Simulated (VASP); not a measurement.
# Sb (P4/nmm) in VASP: single point with LDA

Aim: the single point of Sb with LDA.

All numbers are computed with VASP 6.6.1; they aren't measurements. Logs are shortened: lines on timing, memory, paths and dates and some standing lists are left out, and cuts for length are marked.

**1. The cell of the first run**

It takes space group P4/nmm (No. 129, tetragonal). The conventional cell has a = 3.702 Å, b = 3.702 Å, c = 8.214 Å, α = 90.00°, β = 90.00°, γ = 90.00°. Within 4.3 Å of Sb (site symmetry 4mm) lie 8 Sb at 3.23 to 3.70 Å.

**2. Single point, LDA**

INCAR

```
PREC = Accurate
ENCUT = 520
EDIFF = 1E-6
ISMEAR = 0
SIGMA = 0.1
LREAL = F
LASPH = T
NELM = 100
ALGO = Normal
ISIF = 2
LWAVE = F
LCHARG = F
GGA = CA
NBANDS = 12
```

KPOINTS

```
Automatic mesh
0
Gamma
  6 6 3
```

POSCAR

```
Sb
1.0
    3.7022000000      0.0000000000      0.0000000000
    0.0000000000      3.7022000000      0.0000000000
    0.0000000000      0.0000000000      8.2137000000
Sb
2
Direct
    0.5000000000      0.0000000000      0.6155600000
    0.0000000000      0.5000000000      0.3844400000
```

Potentials or basis: VASP PAW LDA potentials, release 64 (Sb).

Launch:

```bash
$ cat potpaw_LDA.64/Sb/POTCAR > POTCAR
$ mpirun -np 1 vasp_std > vasp.out
```

OUTCAR:

```text
PREC = Accurate
   ENCUT = 520
   EDIFF = 1E-6
   ISMEAR = 0
   LREAL = F
   LASPH = T
   NELM = 100
   ISIF = 2
   GGA = CA

 ion  position               nearest neighbor table
   1  0.500  0.000  0.616-   2 3.23   2 3.23   2 3.23   2 3.23
   2  0.000  0.500  0.384-   1 3.23   1 3.23   1 3.23   1 3.23

  LATTYP: Found a simple tetragonal cell.
 ALAT       =     3.7022000000
 C/A-ratio  =     2.2185997515

  Lattice vectors:

 A1 = (   3.7022000000,   0.0000000000,   0.0000000000)
 A2 = (   0.0000000000,   3.7022000000,   0.0000000000)
 A3 = (   0.0000000000,   0.0000000000,   8.2137000000)

Analysis of symmetry for initial positions (statically):
=====================================================================
 Subroutine PRICEL returns:
 Original cell was already a primitive cell.

 Routine SETGRP: Setting up the symmetry group for a
 simple tetragonal supercell.

 Subroutine GETGRP returns: Found 16 space group operations
 (whereof  8 operations were pure point group operations)
 out of a pool of 16 trial point group operations.

The static configuration has the point symmetry D_2d.
 The point group associated with its full space group is D_4h.

Analysis of symmetry for dynamics (positions and initial velocities):
=====================================================================
 Subroutine PRICEL returns:
 Original cell was already a primitive cell.

 Routine SETGRP: Setting up the symmetry group for a
 simple tetragonal supercell.

 Subroutine GETGRP returns: Found 16 space group operations
 (whereof  8 operations were pure point group operations)
 out of a pool of 16 trial point group operations.

The dynamic configuration has the point symmetry D_2d.
 The point group associated with its full space group is D_4h.

 Subroutine INISYM returns: Found 16 space group operations
 (whereof  8 operations are pure point group operations),
 and found     1 'primitive' translations

----------------------------------------------------------------------------------------

                                     Primitive cell

  volume of cell :     112.5793

  direct lattice vectors                    reciprocal lattice vectors
     3.702200000  0.000000000  0.000000000     0.270109665  0.000000000  0.000000000
     0.000000000  3.702200000  0.000000000     0.000000000  0.270109665  0.000000000
     0.000000000  0.000000000  8.213700000     0.000000000  0.000000000  0.121747812

  length of vectors
     3.702200000  3.702200000  8.213700000     0.270109665  0.270109665  0.121747812

  position of ions in fractional coordinates (direct lattice)
     0.500000000  0.000000000  0.615560000
     0.000000000  0.500000000  0.384440000

  ion indices of the primitive-cell ions
   primitive index   ion index
                 1           1
                 2           2

----------------------------------------------------------------------------------------

 KPOINTS: Automatic mesh

Automatic generation of k-mesh.
 Grid dimensions read from file:
 generate k-points for:    6    6    3

 Generating k-lattice:

  Cartesian coordinates                     Fractional coordinates (reciprocal lattice)
     0.045018277  0.000000000  0.000000000     0.166666667  0.000000000  0.000000000
     0.000000000  0.045018277  0.000000000     0.000000000  0.166666667  0.000000000
     0.000000000  0.000000000  0.040582604     0.000000000  0.000000000  0.333333333

  Length of vectors
     0.045018277  0.045018277  0.040582604

  Shift w.r.t. Gamma in fractional coordinates (k-lattice)
     0.000000000  0.000000000  0.000000000

 Subroutine IBZKPT returns following result:
 ===========================================

 Found     20 irreducible k-points:

 Following reciprocal coordinates:
            Coordinates               Weight
  0.000000  0.000000  0.000000      1.000000
  0.166667  0.000000  0.000000      4.000000
  0.333333  0.000000  0.000000      4.000000
  0.500000  0.000000  0.000000      2.000000
  0.166667  0.166667  0.000000      4.000000
  0.333333  0.166667  0.000000      8.000000
[... 12 lines left out ...]
  0.500000  0.333333  0.333333      8.000000
  0.500000  0.500000  0.333333      2.000000
   k-points           NKPTS =     20   k-points in BZ     NKDIM =     20   number of bands    NBANDS=     12
   number of dos      NEDOS =    301   number of ions     NIONS =      2
   total plane-waves  NPLWV =  50176
   dimension x,y,z NGX =    28 NGY =   28 NGZ =   64
   dimension x,y,z NGXF=    56 NGYF=   56 NGZF=  128
   ions per type =               2
   NGX,Y,Z   is equivalent  to a cutoff of  12.57, 12.57, 12.95 a.u.
   NGXF,Y,Z  is equivalent  to a cutoff of  25.15, 25.15, 25.91 a.u.
 SYSTEM =  unknown system
   PREC   = accura    normal or accurate (medium, high low for compatibility)
   ISTART =      0    job   : 0-new  1-cont  2-samecut
   ICHARG =      2    charge: 1-file 2-atom 10-const
   ISPIN  =      1    spin polarized calculation?
   LNONCOLLINEAR =      F non collinear calculations
   LSORBIT =      F    spin-orbit coupling
   LASPH  =      T    aspherical Exc in radial PAW
   ENCUT  =  520.0 eV  38.22 Ry    6.18 a.u.   6.88  6.88 15.27*2*pi/ulx,y,z
   NELM   =    100;   NELMIN=  2; NELMDL= -5     # of ELM steps
   EDIFF  = 0.1E-05   stopping-criterion for ELM
   LREAL  =      F    real-space projection
   EDIFFG = 0.1E-04   stopping-criterion for IOM
   NSW    =      0    number of steps for IOM
   IBRION =     -1    ionic relax: 0-MD 1-quasi-New 2-CG
   NFREE  =      0    steps in history (QN), initial steepest desc. (CG)
   ISIF   =      2    stress and relaxation
   ISYM   =      2    0-nonsym 1-usesym 2-fastsym
   POTIM  = 0.5000    time-step for ionic-motion
   TEBEG  =    0.0;   TEEND  =   0.0 temperature during run
   PSTRESS=    0.0 pullay stress
   NELECT =      10.0000    total number of electrons
   NUPDOWN=      -1.0000    fix difference up-down
   EMIN   =  10.00;   EMAX   =-10.00  energy-range for DOS
   EFERMI =   0.00;   METHOD = LEGACY
   ISMEAR =     0;   SIGMA  =   0.10  broadening in eV -4-tet -1-fermi 0-gaus
   EFERMI_NEDOS =   21; number of points for ismear=-14 and -15
   IALGO  =     38    algorithm
   IMIX   =      4    mixing-type and parameters
     AMIX     =   0.40;   BMIX     =  1.00
     AMIX_MAG =   1.60;   BMIX_MAG =  1.00
  volume/ion in A,a.u.               =      56.29       379.86
  Fermi-wavevector in a.u.,A,eV,Ry     =   0.730447  1.380344  7.259424  0.533553
  Thomas-Fermi vector in A             =   1.822419
   LORBIT       =      0    0 simple, 1 ext, 2 COOP (PROOUT), +10 PAW based schemes
   GGA     = CA    functional components
   LHFCALC =     F    Hartree Fock is set to
   AEXX    =    0.0000 exact exchange contribution
   IVDW    =     0    specifies the selected vdW correction
   LEPSILON=     F    determine dielectric tensor
   LRPA    =     F    only Hartree local field effects (RPA)
 non-spin polarized calculation
 Gauss-broadening in eV      SIGMA  =   0.10
  energy-cutoff  :      520.00
  volume of cell :      112.58
 maximum number of plane-waves:      3055
 NGX is ok and might be reduce to    28
   NGX = 13   NGY = 13   NGZ = 31

 number of electron      10.0000001 magnetization

 Free energy of the ion-electron system (eV)
  ---------------------------------------------------
  ext. energy  EPLUGINS =         0.00000000
  ---------------------------------------------------
  free energy    TOTEN  =        -8.20291632 eV

  energy without entropy =       -8.18214176  energy(sigma->0) =       -8.19252904

 E-fermi :   1.8066     XC(G=0):  -6.7009

 val. band max:        1.7549818847   @ k =   0.5000   0.5000   0.0000
 cond. band min:       1.8152117421   @ k =   0.1667   0.0000   0.0000
 fundamental gap:      0.0602298574
 Fermi energy:         1.8065709119

 k-point     1 :       0.0000    0.0000    0.0000
  band No.  band energies     occupation
      1      -9.7397      2.00000
      2      -6.2185      2.00000
      3      -0.2385      2.00000
      4       1.5386      1.99985
      5       1.5386      1.99985
      6       2.5185      0.00000
      7       5.1286      0.00000
      8       5.1286      0.00000
      9       5.6783      0.00000
     10       6.3341      0.00000
     11       7.2618      0.00000
     12       9.7765      0.00000

 k-point     2 :       0.1667    0.0000    0.0000
  band No.  band energies     occupation
      1      -9.4584      2.00000
      2      -6.1676      2.00000
      3      -0.3924      2.00000
      4      -0.0969      2.00000
      5       1.8152      0.90274
      6       3.4583      0.00000
      7       3.5673      0.00000
      8       5.0862      0.00000
      9       6.2232      0.00000
     10       7.1815      0.00000
     11       8.2426      0.00000
     12       8.9413      0.00000

 k-point     3 :       0.3333    0.0000    0.0000
  band No.  band energies     occupation
      1      -8.6439      2.00000
      2      -6.4003      2.00000
      3      -1.8658      2.00000
      4      -0.3467      2.00000
      5       2.1897      0.00000
      6       2.5971      0.00000
      7       3.8380      0.00000
      8       4.6857      0.00000
      9       6.8788      0.00000
     10       7.0429      0.00000
     11       8.4939      0.00000
     12       9.4024      0.00000
[... 226 lines left out ...]
 k-point    19 :       0.5000    0.3333    0.3333
  band No.  band energies     occupation
      1      -6.6259      2.00000
      2      -6.6259      2.00000
      3      -1.6080      2.00000
      4      -1.6080      2.00000
      5       0.7332      2.00000
      6       0.7332      2.00000
      7       2.8436      0.00000
      8       2.8436      0.00000
      9       6.8900      0.00000
     10       6.8900      0.00000
     11       8.7349      0.00000
     12       8.7349      0.00000

 k-point    20 :       0.5000    0.5000    0.3333
  band No.  band energies     occupation
      1      -6.2137      2.00000
      2      -6.2137      2.00000
      3      -2.2127      2.00000
      4      -2.2127      2.00000
      5       1.4140      2.00000
      6       1.4140      2.00000
      7       1.7358      1.68342
      8       1.7358      1.68342
      9       7.3349      0.00000
     10       7.3349      0.00000
     11       8.1791      0.00000
     12       8.1791      0.00000

------------------------ aborting loop because EDIFF is reached ----------------------------------------

  FORCE on cell =-STRESS in cart. coord.  units (eV):
  Direction    XX          YY          ZZ          XY          YZ          ZX
  --------------------------------------------------------------------------------------
  -------------------------------------------------------------------------------------
  Total       -3.3390086     -3.3390086     -3.2932563      0.0000000      0.0000000      0.0000000
  in kB      -47.5192449    -47.5192449    -46.8681193      0.0000000      0.0000000      0.0000000
  external PRESSURE =     -47.3022030 kB  Pullay stress =       0.0000000 kB

 VOLUME and BASIS-vectors are now :
 -----------------------------------------------------------------------------
  energy-cutoff  :      520.00
  volume of cell :      112.58
      direct lattice vectors                 reciprocal lattice vectors
     3.702200000  0.000000000  0.000000000     0.270109665  0.000000000  0.000000000
     0.000000000  3.702200000  0.000000000     0.000000000  0.270109665  0.000000000
     0.000000000  0.000000000  8.213700000     0.000000000  0.000000000  0.121747812

 POSITION                                       TOTAL-FORCE (eV/Angst)
 -----------------------------------------------------------------------------------
      1.85110      0.00000      5.05603        -0.000000      0.000000     -1.695412
      0.00000      1.85110      3.15767         0.000000      0.000000      1.695412
 -----------------------------------------------------------------------------------
    total drift:                               -0.000000     -0.000000     -0.000000

  FREE ENERGIE OF THE ION-ELECTRON SYSTEM (eV)
  ---------------------------------------------------
  free  energy   TOTEN  =        -8.2029163232 eV

  energy  without entropy=       -8.1821417559  energy(sigma->0) =       -8.19252904
```

It took 26 s on 1 thread of Intel Xeon 6975P-C, shared host; peak memory 0.18 GiB.

What came out:

- Free energy: -8.2029 eV
- Pressure: -4.7 GPa
- Largest force: 1.695 eV/Å
- Band gap on the k mesh: zero (band 5 reaches 3.06 eV, above the bottom of band 6 at 0.73 eV)

Forces in eV/Å, atoms in the order of the input:
```
Sb   0.000  0.000 -1.695
Sb   0.000  0.000  1.695
```

Caveat: spin-orbit coupling is left out, which moves the levels of the heavy elements; forces of over 1 eV/Å act on the atoms, so gaps and moduli don't describe the material at rest.
